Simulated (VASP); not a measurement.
# ZrO2 (Fm-3m) in VASP: further runs, part 2 of 2

VASP 6.6.1.

## (3) Relaxation of cell and atoms, PBE, target pressure 20 GPa, at which the enthalpy is minimised

This run uses another cell than the first one, of 10.36 Å³/atom, 0.929 times its volume.

Input file INCAR:

```
PREC = Accurate
ENCUT = 600
EDIFF = 1E-7
ISMEAR = 0
SIGMA = 0.02
LREAL = False
LASPH = True
NELM = 120
ALGO = Normal
ISIF = 3
LWAVE = False
LCHARG = False
GGA = PE
IBRION = 2
NSW = 70
EDIFFG = -0.008
PSTRESS = 200.0
GGA_COMPAT = False
NELMIN = 4
```

Input file KPOINTS:

```
Automatic mesh
0
Gamma
  8 8 8
```

Input file POSCAR:

```
ZrO2
1.0
    0.0000000000      2.4958065566      2.4958065566
    2.4958065566      0.0000000000      2.4958065566
    2.4958065566      2.4958065566      0.0000000000
Zr O
1 2
Direct
    0.0000000000      0.0000000000      0.0000000000
    0.2500000000      0.2500000000      0.2500000000
    0.7500000000      0.7500000000      0.7500000000
```

Potentials or basis: VASP PAW PBE potentials, release 64 (Zr_sv, O).

Started as:

```console
$ cat potpaw_PBE.64/Zr_sv/POTCAR potpaw_PBE.64/O/POTCAR > POTCAR
$ mpirun -np 1 vasp_std > vasp.out
```

OUTCAR:

```text
PREC = Accurate
   ENCUT = 600
   EDIFF = 1E-7
   ISMEAR = 0
   LREAL = False
   LASPH = True
   NELM = 120
   ISIF = 3
   GGA = PE
   IBRION = 2
   NSW = 70
   EDIFFG = -0.008
   PSTRESS = 200.0
   NELMIN = 4

 ion  position               nearest neighbor table
   1  0.000  0.000  0.000-   3 2.16   3 2.16   3 2.16   2 2.16   3 2.16   2 2.16   2 2.16   2 2.16

   2  0.250  0.250  0.250-   1 2.16   1 2.16   1 2.16   1 2.16
   3  0.750  0.750  0.750-   1 2.16   1 2.16   1 2.16   1 2.16

  LATTYP: Found a face centered cubic cell.
 ALAT       =     4.9916131132

  Lattice vectors:

 A1 = (   0.0000000000,   2.4958065566,   2.4958065566)
 A2 = (   2.4958065566,   0.0000000000,   2.4958065566)
 A3 = (   2.4958065566,   2.4958065566,   0.0000000000)

Analysis of symmetry for initial positions (statically):
=====================================================================
 Subroutine PRICEL returns:
 Original cell was already a primitive cell.

 Routine SETGRP: Setting up the symmetry group for a
 face centered cubic supercell.

 Subroutine GETGRP returns: Found 48 space group operations
 (whereof 48 operations were pure point group operations)
 out of a pool of 48 trial point group operations.

[... 166 lines left out ...]

------------------------ aborting loop because EDIFF is reached ----------------------------------------

  FORCE on cell =-STRESS in cart. coord.  units (eV):
  Direction    XX          YY          ZZ          XY          YZ          ZX
  --------------------------------------------------------------------------------------
  -------------------------------------------------------------------------------------
  Total        3.9794361      3.9794361      3.9794361     -0.0000000      0.0000000      0.0000000
  in kB      205.0545242    205.0545242    205.0545242     -0.0000000      0.0000000      0.0000000
  external PRESSURE =       5.0545242 kB  Pullay stress =     200.0000000 kB
[... 65 lines left out ...]
--------------------------------------- Ionic step        3  -------------------------------------------

 number of electron      24.0000002 magnetization

 Free energy of the ion-electron system (eV)
  ---------------------------------------------------
  ext. energy  EPLUGINS =         0.00000000
  ---------------------------------------------------
  free energy    TOTEN  =       -28.42879856 eV

  energy without entropy =      -28.42879856  energy(sigma->0) =      -28.42879856

 E-fermi :   8.1404     XC(G=0): -12.0923

 val. band max:        7.8809744712   @ k =   0.5000   0.5000   0.0000
 cond. band min:      11.3892143411   @ k =   0.0000   0.0000   0.0000
 fundamental gap:      3.5082398700
 Fermi energy:         8.1403950035

 k-point     1 :       0.0000    0.0000    0.0000
  band No.  band energies     occupation
      1     -39.9408      2.00000
      2     -17.7665      2.00000
      3     -17.7665      2.00000
      4     -17.7665      2.00000
      5     -10.5891      2.00000
      6      -7.8223      2.00000
[... 433 lines left out ...]
      3     -18.1255      2.00000
      4     -17.9064      2.00000
      5      -9.1081      2.00000
      6      -8.3542      2.00000
[... 8 lines left out ...]
     15      14.5453      0.00000
     16      15.7445      0.00000

 [... further k-points ...]
[... 5 lines left out ...]
  --------------------------------------------------------------------------------------
  -------------------------------------------------------------------------------------
  Total        3.8886987      3.8886987      3.8886987      0.0000000      0.0000000     -0.0000000
  in kB      200.0632176    200.0632176    200.0632176      0.0000000      0.0000000     -0.0000000
  external PRESSURE =       0.0632176 kB  Pullay stress =     200.0000000 kB
[... 22 lines left out ...]
  energy  without entropy=      -28.4287985615  energy(sigma->0) =      -28.42879856

  enthalpy is  TOTEN    =       -24.5413286662 eV   P V=        3.8874698953

 reached required accuracy - stopping structural energy minimisation
```

CONTCAR:

```text
ZrO2
   1.00000000000000
    -0.0000000000000000    2.4971188324668177    2.4971188324668177
     2.4971188324668177   -0.0000000000000000    2.4971188324668177
     2.4971188324668177    2.4971188324668177   -0.0000000000000000
  Zr              O
     1     2
Direct
     0.0000000000000000    0.0000000000000000    0.0000000000000000
     0.2500000000000000    0.2500000000000000    0.2500000000000000
     0.7500000000000000    0.7500000000000000    0.7500000000000000

  0.00000000E+00  0.00000000E+00  0.00000000E+00
  0.00000000E+00  0.00000000E+00  0.00000000E+00
  0.00000000E+00  0.00000000E+00  0.00000000E+00
```

Wall time 45 s (1 thread of Intel Xeon 6975P-C, shared host); peak memory 0.17 GiB.

What came out:

```yaml
Free_energy: -28.4288 eV
Relaxed_volume: 10.38 Å³/atom
Relaxed_cell: a = 3.531 Å, b = 3.531 Å, c = 3.531 Å, α = 60.00°, β = 60.00°, γ = 60.00°
Space_group_after_relaxing_to_0.05_Å: Fm-3m (No. 225)
Energy_change_on_relaxing_the_enthalpy_is_what_falls: -2.1 meV/atom
Ionic_steps: 3
Pressure_after_relaxing: 20.0 GPa
Band_gap_on_the_k_mesh: 3.51 eV, indirect (least direct gap 4.00 eV)
```

The path:
```csv
step,energy change (eV),largest force (eV/Å),pressure (GPa),volume (Å³)
1,0.0000,0.0000,20.51,31.09
2,-0.0182,0.0000,19.02,31.24
3,-0.0062,0.0000,20.01,31.14
```

Final structure:
```xyz
3
Lattice="0.0000 2.4971 2.4971 2.4971 0.0000 2.4971 2.4971 2.4971 0.0000" Properties=species:S:1:pos:R:3 pbc="T T T"
Zr    0.0000    0.0000    0.0000
O     1.2486    1.2486    1.2486
O     3.7457    3.7457    3.7457
```

Caveat: the cell is relaxed towards a set pressure, so the enthalpy falls and the energy may rise.

## (4) Relaxation of cell and atoms, PBE, target pressure 10 GPa, at which the enthalpy is minimised

This run uses another cell than the first one, of 10.73 Å³/atom, 0.961 times its volume.

Input file INCAR:

```
SYSTEM = ZrO2
ALGO = Normal ; EDIFF = 1E-7
EDIFFG = -0.008 ; ENCUT = 600
GGA = PE ; GGA_COMPAT = .FALSE.
IBRION = 2 ; ISIF = 3
ISMEAR = 0 ; LASPH = .TRUE.
LCHARG = .FALSE. ; LREAL = .FALSE.
LWAVE = .FALSE. ; NELM = 120
NELMIN = 4 ; NSW = 70
PREC = Accurate ; PSTRESS = 100.0
SIGMA = 0.02
```

Input file KPOINTS:

```
k-points
0
G
  8 8 8
  0 0 0
```

Input file POSCAR:

```
ZrO2
1.0
    0.0000000000      2.5245268587      2.5245268587
    2.5245268587      0.0000000000      2.5245268587
    2.5245268587      2.5245268587      0.0000000000
Zr O
1 2
Direct
    0.0000000000      0.0000000000      0.0000000000
    0.2500000000      0.2500000000      0.2500000000
    0.7500000000      0.7500000000      0.7500000000
```

Started as:

```console
$ cat potpaw_PBE.64/Zr_sv/POTCAR potpaw_PBE.64/O/POTCAR > POTCAR
$ mpirun -np 1 vasp_std > vasp.out
```

Wall time 64 s (1 thread of Intel Xeon 6975P-C, shared host); peak memory 0.18 GiB.

Results (log left out):

```
Free energy                                            : -28.5309 eV
Relaxed volume                                         : 10.74 Å³/atom
Relaxed cell                                           : a = 3.571 Å, b = 3.571 Å, c = 3.571 Å, α = 60.00°, β = 60.00°, γ = 60.00°
Space group after relaxing (to 0.05 Å)                 : Fm-3m (No. 225)
Energy change on relaxing (the enthalpy is what falls) : -0.6 meV/atom
Ionic steps                                            : 3
Pressure after relaxing                                : 10.0 GPa
Band gap on the k mesh                                 : 3.42 eV, indirect (least direct gap 3.88 eV)
```

The path:
```
step  energy change (eV)  largest force (eV/Å)  pressure (GPa)  volume (Å³)
   1              0.0000                0.0000           10.24        32.18
   2             -0.0046                0.0000            9.61        32.25
   3             -0.0017                0.0000           10.00        32.21
```

Final structure:
```
Zr O
1.0
     0.00000    2.52523    2.52523
     2.52523    0.00000    2.52523
     2.52523    2.52523    0.00000
Zr O
1 2
Cartesian
  0.0000 0.0000 0.0000
  1.2626 1.2626 1.2626
  3.7879 3.7879 3.7879
```

Levels at points of the mesh, in eV from the valence-band top:
```csv
k point,band 9,band 10,band 11,band 12,band 13,band 14,band 15,band 16
"(0.00, 0.00, 0.00)",-5.37,-0.54,-0.54,-0.54,3.42,3.42,6.76,9.65
"(0.50, 0.00, 0.00)",-2.57,-2.50,-1.66,-1.66,4.09,4.09,6.30,8.71
"(0.50, 0.50, 0.00)",-3.18,-1.54,-1.54,0.00,3.88,4.87,6.04,7.48
```

Caveat: the cell is relaxed towards a set pressure, so the enthalpy falls and the energy may rise.

## (5) Relaxation of cell and atoms, PBE, target pressure 2 GPa, at which the enthalpy is minimised

This run uses another cell than the first one, of 10.95 Å³/atom, 0.981 times its volume.

Input file INCAR:

```
SYSTEM = ZrO2
PREC = Accurate
ENCUT = 600
EDIFF = 1E-7
ISMEAR = 0
SIGMA = 0.02
LREAL = .False.
LASPH = .True.
NELM = 120
ALGO = Normal
ISIF = 3
LWAVE = .False.
LCHARG = .False.
GGA = PE
IBRION = 2
NSW = 70
EDIFFG = -0.008
PSTRESS = 20.0
GGA_COMPAT = .False.
NELMIN = 4
```

Input file KPOINTS:

```
regular mesh
0
Gamma
  8 8 8
  0 0 0
```

Input file POSCAR:

```
ZrO2
1.0
    0.0000000000      2.5415975598      2.5415975598
    2.5415975598      0.0000000000      2.5415975598
    2.5415975598      2.5415975598      0.0000000000
Zr O
1 2
Direct
    0.0000000000      0.0000000000      0.0000000000
    0.2500000000      0.2500000000      0.2500000000
    0.7500000000      0.7500000000      0.7500000000
```

Started as:

```console
$ cat potpaw_PBE.64/Zr_sv/POTCAR potpaw_PBE.64/O/POTCAR > POTCAR
$ mpirun -np 1 vasp_std > vasp.out
```

Run time: 74 s. Hardware: 1 thread of Intel Xeon 6975P-C, shared host; peak memory 0.18 GiB.

The run converged. Its results:

| Quantity | Value |
| --- | --- |
| Free energy | -28.5699 eV |
| Relaxed volume | 11.07 Å³/atom |
| Relaxed cell | a = 3.608 Å, b = 3.608 Å, c = 3.608 Å, α = 60.00°, β = 60.00°, γ = 60.00° |
| Space group after relaxing (to 0.05 Å) | Fm-3m (No. 225) |
| Energy change on relaxing (the enthalpy is what falls) | -2.6 meV/atom |
| Ionic steps | 3 |
| Pressure after relaxing | 2.0 GPa |
| Band gap on the k mesh | 3.33 eV, indirect (least direct gap 3.77 eV) |

The path:
```tsv
step	energy change (eV)	largest force (eV/Å)	pressure (GPa)	volume (Å³)
1	0.0000	0.0000	4.82	32.84
2	-0.0080	0.0000	-1.88	33.76
3	-0.0079	0.0000	1.99	33.21
```

Final structure:
```cif
data_structure
_symmetry_space_group_name_H-M 'P 1'
_symmetry_Int_Tables_number 1
_cell_length_a 3.6080
_cell_length_b 3.6080
_cell_length_c 3.6080
_cell_angle_alpha 60.000
_cell_angle_beta 60.000
_cell_angle_gamma 60.000
_cell_volume 33.21
loop_
_atom_site_label
_atom_site_type_symbol
_atom_site_fract_x
_atom_site_fract_y
_atom_site_fract_z
_atom_site_occupancy
Zr1 Zr 0.00000 0.00000 0.00000 1
O1 O 0.25000 0.25000 0.25000 1
O2 O 0.75000 0.75000 0.75000 1
```

Levels at points of the mesh, in eV from the valence-band top:
| k point | band 9 | band 10 | band 11 | band 12 | band 13 | band 14 | band 15 | band 16 |
| --- | --- | --- | --- | --- | --- | --- | --- | --- |
| (0.00, 0.00, 0.00) | -5.19 | -0.53 | -0.53 | -0.53 | 3.33 | 3.33 | 6.53 | 9.28 |
| (0.50, 0.00, 0.00) | -2.51 | -2.47 | -1.64 | -1.64 | 3.97 | 3.97 | 6.02 | 8.39 |
| (0.50, 0.50, 0.00) | -3.13 | -1.50 | -1.50 | 0.00 | 3.77 | 4.70 | 5.77 | 7.22 |

Caveat: the cell is relaxed towards a set pressure, so the enthalpy falls and the energy may rise.

## (6) Relaxation of cell and atoms, PBE, target pressure 5 GPa, at which the enthalpy is minimised

This run uses another cell than the first one, of 10.93 Å³/atom, 0.980 times its volume.

Input file INCAR:

```
SYSTEM = ZrO2
PREC = Accurate ; ENCUT = 600
EDIFF = 1E-7 ; ISMEAR = 0
SIGMA = 0.02 ; LREAL = .FALSE.
LASPH = .TRUE. ; NELM = 120
ALGO = Normal ; ISIF = 3
LWAVE = .FALSE. ; LCHARG = .FALSE.
GGA = PE ; IBRION = 2
NSW = 70 ; EDIFFG = -0.008
PSTRESS = 50.0 ; GGA_COMPAT = .FALSE.
NELMIN = 4
```

Input file KPOINTS:

```
Automatic mesh
0
G
  8 8 8
  0 0 0
```

Input file POSCAR:

```
ZrO2
1.0
    0.0000000000      2.5405394960      2.5405394960
    2.5405394960      0.0000000000      2.5405394960
    2.5405394960      2.5405394960      0.0000000000
Zr O
1 2
Direct
    0.0000000000      0.0000000000      0.0000000000
    0.2500000000      0.2500000000      0.2500000000
    0.7500000000      0.7500000000      0.7500000000
```

Potentials or basis: VASP PAW PBE potentials, release 64 (Zr_sv, O).

Started as:

```console
$ cat potpaw_PBE.64/Zr_sv/POTCAR potpaw_PBE.64/O/POTCAR > POTCAR
$ mpirun -np 1 vasp_std > vasp.out
```

It took 63 s on 1 thread of Intel Xeon 6975P-C, shared host; peak memory 0.18 GiB.

Results (log left out):

| Item | Value |
| --- | --- |
| Free energy | -28.5611 eV |
| Relaxed volume | 10.94 Å³/atom |
| Relaxed cell | a = 3.594 Å, b = 3.594 Å, c = 3.594 Å, α = 60.00°, β = 60.00°, γ = 60.00° |
| Space group after relaxing (to 0.05 Å) | Fm-3m (No. 225) |
| Energy change on relaxing (the enthalpy is what falls) | -0.2 meV/atom |
| Ionic steps | 3 |
| Pressure after relaxing | 5.0 GPa |
| Band gap on the k mesh | 3.37 eV, indirect (least direct gap 3.81 eV) |

The path:
```
step  energy change (eV)  largest force (eV/Å)  pressure (GPa)  volume (Å³)
   1              0.0000                0.0000            5.14        32.80
   2             -0.0014                0.0000            4.79        32.84
   3             -0.0006                0.0000            5.00        32.81
```

Final structure:
```
Zr O
1.0
     0.00000    2.54100    2.54100
     2.54100    0.00000    2.54100
     2.54100    2.54100    0.00000
Zr O
1 2
Direct
  0.00000 0.00000 0.00000
  0.25000 0.25000 0.25000
  0.75000 0.75000 0.75000
```

Levels at points of the mesh, in eV from the valence-band top:
```tsv
k point	band 10	band 11	band 12	band 13	band 14	band 15
(0.00, 0.00, 0.00)	-0.53	-0.53	-0.53	3.37	3.37	6.62
(0.50, 0.00, 0.00)	-2.48	-1.65	-1.65	4.01	4.01	6.13
(0.50, 0.50, 0.00)	-1.52	-1.52	0.00	3.81	4.76	5.87
```

Caveat: the cell is relaxed towards a set pressure, so the enthalpy falls and the energy may rise.

## (7) Relaxation of cell and atoms, PBE, target pressure -2 GPa, at which the enthalpy is minimised

This run uses another cell than the first one, of 11.37 Å³/atom, 1.019 times its volume.

Input file INCAR:

```
SYSTEM = ZrO2
PREC = Accurate
ENCUT = 600
EDIFF = 1E-7
ISMEAR = 0
SIGMA = 0.02
LREAL = .FALSE.
LASPH = .TRUE.
NELM = 120
ALGO = Normal
ISIF = 3
LWAVE = .FALSE.
LCHARG = .FALSE.
GGA = PE
IBRION = 2
NSW = 70
EDIFFG = -0.008
PSTRESS = -20.0
GGA_COMPAT = .FALSE.
NELMIN = 4
```

Input file KPOINTS:

```
regular mesh
0
G
  8 8 8
  0 0 0
```

Input file POSCAR:

```
ZrO2
1.0
    0.0000000000      2.5743919111      2.5743919111
    2.5743919111      0.0000000000      2.5743919111
    2.5743919111      2.5743919111      0.0000000000
Zr O
1 2
Direct
    0.0000000000      0.0000000000      0.0000000000
    0.2500000000      0.2500000000      0.2500000000
    0.7500000000      0.7500000000      0.7500000000
```

Potentials or basis: VASP PAW PBE potentials, release 64 (Zr_sv, O).

Started as:

```console
$ cat potpaw_PBE.64/Zr_sv/POTCAR potpaw_PBE.64/O/POTCAR > POTCAR
$ mpirun -np 1 vasp_std > vasp.out
```

OUTCAR:

```text
SYSTEM = ZrO2
   PREC = Accurate
   ENCUT = 600
   EDIFF = 1E-7
   ISMEAR = 0
   LREAL = .FALSE.
   LASPH = .TRUE.
   NELM = 120
   ISIF = 3
   GGA = PE
   IBRION = 2
   NSW = 70
   EDIFFG = -0.008
   PSTRESS = -20.0
   NELMIN = 4

 ion  position               nearest neighbor table
   1  0.000  0.000  0.000-   3 2.23   3 2.23   3 2.23   2 2.23   3 2.23   2 2.23   2 2.23   2 2.23

   2  0.250  0.250  0.250-   1 2.23   1 2.23   1 2.23   1 2.23
   3  0.750  0.750  0.750-   1 2.23   1 2.23   1 2.23   1 2.23

  LATTYP: Found a face centered cubic cell.
 ALAT       =     5.1487838222

  Lattice vectors:

 A1 = (   0.0000000000,   2.5743919111,   2.5743919111)
 A2 = (   2.5743919111,   0.0000000000,   2.5743919111)
 A3 = (   2.5743919111,   2.5743919111,   0.0000000000)

Analysis of symmetry for initial positions (statically):
[... 255 lines left out ...]
 number of electron      23.9999993 magnetization

 Free energy of the ion-electron system (eV)
  ---------------------------------------------------
  ext. energy  EPLUGINS =         0.00000000
  ---------------------------------------------------
  free energy    TOTEN  =       -28.57343555 eV

  energy without entropy =      -28.57343555  energy(sigma->0) =      -28.57343555

 E-fermi :   7.1848     XC(G=0): -11.6534

 val. band max:        6.9514884957   @ k =   0.5000   0.5000   0.0000
 cond. band min:      10.2385711482   @ k =   0.0000   0.0000   0.0000
 fundamental gap:      3.2870826525
 Fermi energy:         7.1847683213

 k-point     1 :       0.0000    0.0000    0.0000
  band No.  band energies     occupation
      1     -41.2508      2.00000
      2     -19.0676      2.00000
      3     -19.0676      2.00000
      4     -19.0676      2.00000
      5     -11.1292      2.00000
      6      -8.6608      2.00000
[... 433 lines left out ...]
      3     -19.3131      2.00000
      4     -19.1662      2.00000
      5      -9.8273      2.00000
      6      -9.2627      2.00000
[... 8 lines left out ...]
     15      12.8844      0.00000
     16      14.0634      0.00000

 [... further k-points ...]
[... 5 lines left out ...]
  --------------------------------------------------------------------------------------
  -------------------------------------------------------------------------------------
  Total       -0.4230516     -0.4230516     -0.4230516      0.0000000      0.0000000     -0.0000000
  in kB      -20.0700267    -20.0700267    -20.0700267      0.0000000      0.0000000     -0.0000000
  external PRESSURE =      -0.0700267 kB  Pullay stress =     -20.0000000 kB
[... 22 lines left out ...]
  energy  without entropy=      -28.5734355477  energy(sigma->0) =      -28.57343555

  enthalpy is  TOTEN    =       -28.9950110244 eV   P V=       -0.4215754767

 reached required accuracy - stopping structural energy minimisation
```

CONTCAR:

```text
ZrO2
   1.00000000000000
     0.0000000000000000    2.5655194427358885    2.5655194427358885
     2.5655194427358885    0.0000000000000000    2.5655194427358885
     2.5655194427358885    2.5655194427358885    0.0000000000000000
  Zr              O
     1     2
Direct
     0.0000000000000000    0.0000000000000000    0.0000000000000000
     0.2500000000000000    0.2500000000000000    0.2500000000000000
     0.7500000000000000    0.7500000000000000    0.7500000000000000

  0.00000000E+00  0.00000000E+00  0.00000000E+00
  0.00000000E+00  0.00000000E+00  0.00000000E+00
  0.00000000E+00  0.00000000E+00  0.00000000E+00
```

Wall time 68 s (1 thread of Intel Xeon 6975P-C, shared host); peak memory 0.18 GiB.

What came out:

* Free energy: -28.5734 eV
* Relaxed volume: 11.26 Å³/atom
* Relaxed cell: a = 3.628 Å, b = 3.628 Å, c = 3.628 Å, α = 60.00°, β = 60.00°, γ = 60.00°
* Space group after relaxing (to 0.05 Å): Fm-3m (No. 225)
* Energy change on relaxing (the enthalpy is what falls): -2.3 meV/atom
* Ionic steps: 3
* Pressure after relaxing: -2.0 GPa
* Band gap on the k mesh: 3.29 eV, indirect (least direct gap 3.71 eV)

Step by step:
```tsv
step	energy change (eV)	largest force (eV/Å)	pressure (GPa)	volume (Å³)
1	0.0000	0.0000	-4.31	34.12
2	-0.0082	0.0000	1.14	33.32
3	-0.0069	0.0000	-2.01	33.77
```

Final structure:
```
Zr O
1.0
     0.00000    2.56552    2.56552
     2.56552    0.00000    2.56552
     2.56552    2.56552    0.00000
Zr O
1 2
Direct
  0.00000 0.00000 0.00000
  0.25000 0.25000 0.25000
  0.75000 0.75000 0.75000
```

Caveat: the cell is relaxed towards a set pressure, so the enthalpy falls and the energy may rise. A k mesh can miss the band edges.

## (8) Overview

| task | cell | gap on the mesh (eV) | pressure (GPa) |
| --- | --- | --- | --- |
| single point | a = 3.617 Å, angles 60.0°, 3 atoms | 3.31 | 0.1 |
| relaxation of cell and atoms | relaxed to 20 GPa from a = 3.530 Å, angles 60.0°, 3 atoms | 3.51 | 20.0 |
| relaxation of cell and atoms | relaxed to 10 GPa from a = 3.570 Å, angles 60.0°, 3 atoms | 3.42 | 10.0 |
| relaxation of cell and atoms | relaxed to 2 GPa from a = 3.594 Å, angles 60.0°, 3 atoms | 3.33 | 2.0 |
| relaxation of cell and atoms | relaxed to 5 GPa from a = 3.593 Å, angles 60.0°, 3 atoms | 3.37 | 5.0 |
| relaxation of cell and atoms | relaxed to -2 GPa from a = 3.641 Å, angles 60.0°, 3 atoms | 3.29 | -2.0 |

Alike in all rows: level PBE; potentials or basis VASP PAW PBE potentials, release 64 (Zr_sv, O); no spin polarisation; k mesh 8 × 8 × 8; cutoff (eV) 600; smearing gaussian 0.02 eV.

Caveats: the cell is relaxed towards a set pressure, so the enthalpy falls and the energy may rise (some runs).

Absolute energies hang on the potentials; compare differences alone.
